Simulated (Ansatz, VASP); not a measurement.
**One calculation of Al, two programs**

Contents of INCAR:

```
SYSTEM = Al
  PREC = Accurate
  ENCUT = 520
  EDIFF = 1E-7
  ISMEAR = 1
  SIGMA = 0.1
  LREAL = .False.
  LASPH = .True.
  NELM = 60
  ALGO = Normal
  ISIF = 2
  LWAVE = .False.
  LCHARG = .False.
  GGA = PS
  NBANDS = 14
```

File KPOINTS:

```
Automatic mesh
0
Gamma
  11 11 3
  0 0 0
```

The input POSCAR:

```
Al
1.0
    2.8270770000      0.0000000000      0.0000000000
   -1.4135390000      2.4483210000      0.0000000000
    0.0000000000      0.0000000000      9.1859930000
Al
4
Direct
    0.0000000000      0.0000000000      0.0000000000
    0.3333333333      0.6666666667      0.2500000000
    0.0000000000      0.0000000000      0.5000000000
    0.6666666667      0.3333333333      0.7500000000
```

Input for Ansatz:

```yaml
crystal:
  lattice:
    - [2.827077, 0.0, 0.0]
    - [-1.413539, 2.448321, 0.0]
    - [0.0, 0.0, 9.185993]
  atoms:
    - { symbol: Al, position: [0.0, 0.0, 0.0] }
    - { symbol: Al, position: [0.3333333333333333, 0.6666666666666666, 0.25] }
    - { symbol: Al, position: [0.0, 0.0, 0.5] }
    - { symbol: Al, position: [0.6666666666666666, 0.3333333333333333, 0.75] }
basis:
  ecutwfc: 462.593566181796
kpoints:
  mp_grid:
    grid: [11, 11, 3]
hamiltonian:
  xc: pbesol
  pseudopotentials:
    kind: paw
scf:
  occupations:
    method: cold
output:
  forces: true
  stress: true
```

Alike in both runs: task single point; functional PBEsol; k mesh 11 × 11 × 3; no spin polarisation.

```csv
,VASP,Ansatz
version,VASP 6.6.1,Ansatz 0.2.0
potentials or method,"VASP PAW PBE potentials, release 64 (Al), cutoff 520 eV","plane waves, PAW"
occupations,"methfessel-paxton of order 1, width 0.1 eV",cold
valence electrons in the cell,12,12
```

Ansatz gave:

| Quantity | Value |
| --- | --- |
| pressure (GPa) | 2.0 |
| traceless stress, the component that is largest in VASP (GPa) | 1.46 |

Q: Which values does VASP return?

A: Pressure (GPa): 2.0; traceless stress, the component that is largest in VASP (GPa): 1.59.

VASP's potentials were made for PBE, not for PBEsol.
